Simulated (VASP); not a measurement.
A run of VASP 6.6.1:

File INCAR:

```
SYSTEM = Fe
  PREC = Accurate
  ENCUT = 520
  EDIFF = 1E-7
  ISMEAR = -1
  SIGMA = 0.08
  LREAL = .FALSE.
  LASPH = .TRUE.
  NELM = 150
  ALGO = Normal
  ISIF = 2
  LWAVE = .FALSE.
  LCHARG = .FALSE.
  ISPIN = 2
  MAGMOM = 3 3 3 3
  LORBIT = 11
  LMAXMIX = 4
  GGA = PE
  NBANDS = 28
```

Contents of KPOINTS:

```
regular mesh
0
G
  5 5 9
  0 0 0
```

The input POSCAR:

```
Fe
1.0
   -2.8860000000      2.8860000000      2.8860000000
    2.8860000000     -2.8860000000      2.8860000000
    1.4430000000      1.4430000000     -1.4430000000
Fe
4
Direct
   -0.0112330215     -0.0110006930      0.0118333333
    0.0012023562      0.5004634442      0.0109733195
    0.5016389466      0.0136394664      0.0093925849
    0.5083917186      0.4968977824     -0.0321992377
```

Potentials or basis: VASP PAW PBE potentials, release 64 (Fe).

Command:

```console
$ cat potpaw_PBE.64/Fe/POTCAR > POTCAR
$ mpirun -np 1 vasp_std > vasp.out
```

Hardware: 1 thread of Intel(R) Xeon(R) Platinum 8259CL CPU @ 2.50GHz (Skylake/Cascade Lake), with other jobs on the host.

Problem. How long does it take, and how much memory?

Solution. Wall time 5.4 min on 1 thread of Intel(R) Xeon(R) Platinum 8259CL CPU @ 2.50GHz (Skylake/Cascade Lake), on a shared host, peak memory 0.34 GiB. Counts: scf iterations 19, k points 113.
